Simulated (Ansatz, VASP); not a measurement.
**One calculation of AlRu, two programs**

INCAR

```
PREC = Accurate ; ENCUT = 520
EDIFF = 1E-6 ; ISMEAR = 0
SIGMA = 0.15 ; LREAL = F
LASPH = T ; NELM = 60
ALGO = Fast ; ISIF = 2
LWAVE = F ; LCHARG = F
GGA = CA ; NBANDS = 16
```

KPOINTS

```
Automatic mesh
0
Gamma
  16 16 16
```

POSCAR

```
AlRu
1.0
    3.0514320000      0.0000000000      0.0000000000
    0.0000000000      2.9916000000      0.0000000000
    0.0000000000      0.0000000000      2.9916000000
Al Ru
1 1
Direct
    0.0000000000      0.0000000000      0.0000000000
    0.5000000000      0.5000000000      0.5000000000
```

Input for Ansatz:

```yaml
crystal:
  lattice:
    - [3.051432, 0.0, 0.0]
    - [0.0, 2.9916, 0.0]
    - [0.0, 0.0, 2.9916]
  atoms:
    - { symbol: Al, position: [0.0, 0.0, 0.0] }
    - { symbol: Ru, position: [0.5, 0.5, 0.5] }
basis:
  ecutwfc: 420
kpoints:
  mp_grid: { grid: [16, 16, 16] }
hamiltonian:
  xc: lda
scf:
  occupations: { method: gaussian, width: 0.15 }
output:
  forces: true
  stress: true
  eigenvalues: true
```

Change from the starting cell: strain +0.0200 x Voigt [1, 0, 0, 0, 0, 0], atoms carried along.

Alike in both runs: task single point; functional LDA; k mesh 16 × 16 × 16; occupations gaussian, width 0.15 eV; no spin polarisation.

```csv
,VASP,Ansatz
version,VASP 6.6.1,Ansatz 0.2.0
potentials or method,"VASP PAW LDA potentials, release 64 (Al, Ru_pv), cutoff 520 eV","scalar-relativistic, plane waves, PAW"
valence electrons in the cell,17,19
```

Ansatz gave:

```
gap on the k mesh at the Fermi level (eV)                     : none
pressure (GPa)                                                : -11.7
traceless stress, the component that is largest in VASP (GPa) : -2.03
```

Task: Estimate VASP's values.

Result: gap on the k mesh at the Fermi level (eV): none; pressure (GPa): -11.3; traceless stress, the component that is largest in VASP (GPa): -2.05.

LDA's correlation is that of Perdew and Zunger in VASP and of Perdew and Wang (1992) in Ansatz. A gap of «none» marks a metal or a gap that the smearing closes. VASP's potentials hold 17 valence electrons a cell and Ansatz's 19, so a difference there can come from the potentials and not from the codes.
